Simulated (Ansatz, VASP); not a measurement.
**CdW2 in VASP and in Ansatz**

INCAR

```
SYSTEM = CdW2
PREC = Accurate
ENCUT = 600
EDIFF = 1E-7
ISMEAR = 0
SIGMA = 0.1
LREAL = .False.
LASPH = .True.
NELM = 60
ALGO = Fast
ISIF = 3
LWAVE = .False.
LCHARG = .False.
GGA = PE
IBRION = 2
NSW = 90
EDIFFG = -0.04
```

Contents of KPOINTS:

```
regular mesh
0
Gamma
  6 6 6
  0 0 0
```

The input POSCAR:

```
CdW2
1.0
    4.3956105114      0.0000000000      0.0000000000
   -2.1978052558      3.8067103681      0.0000000000
    0.0000000000      0.0000000000      3.0917150724
Cd W
1 2
Direct
    0.0000000000      0.0000000000      0.0000000000
    0.3333333333      0.6666666667      0.5000000000
    0.6666666667      0.3333333333      0.5000000000
```

Input for Ansatz:

```yaml
crystal:
  lattice:
    - [4.3956105114, 0.0, 0.0]
    - [-2.1978052558, 3.8067103681, 0.0]
    - [0.0, 0.0, 3.0917150724]
  atoms:
    - { symbol: Cd, position: [0.0, 0.0, 0.0] }
    - { symbol: W, position: [0.3333333333, 0.6666666667, 0.5] }
    - { symbol: W, position: [0.6666666667, 0.3333333333, 0.5] }
basis:
  ecutwfc: 420
kpoints:
  mp_grid: { grid: [6, 6, 6] }
hamiltonian:
  xc: pbe
scf:
  occupations: { method: gaussian, width: 0.1 }
  lower_state_search: "off"
output:
  forces: true
  stress: true
  eigenvalues: true
relax:
  adjacent_minimum: "off"
  f_tol: 0.04
  max_steps: 70
  cell: { stress_tol: 0.4 }
```

Alike in both runs: task relaxation of cell and atoms; functional PBE; k mesh 6 × 6 × 6; occupations gaussian, width 0.1 eV; no spin polarisation.

```csv
,VASP,Ansatz
version,VASP 6.6.1,Ansatz 0.2.0
potentials or method,"VASP PAW PBE potentials, release 64 (Cd, W_sv), cutoff 600 eV","scalar-relativistic, plane waves, PAW"
valence electrons in the cell,40,48
```

|  | VASP | Ansatz | Ansatz less VASP |
| --- | --- | --- | --- |
| gap on the k mesh at the Fermi level, each at its own relaxed structure (eV) | none | none | - |
| relaxed volume (Å³/atom) | 17.58 | 17.53 | -0.044 |
| relaxed length of the cell vector where the two differ most in proportion (Å) | 2.744 | 2.739 | -0.0053 |

A gap of «none» marks a metal or a gap that the smearing closes. VASP's potentials hold 40 valence electrons a cell and Ansatz's 48, so a difference there can come from the potentials and not from the codes.

Spin-orbit coupling is off throughout.
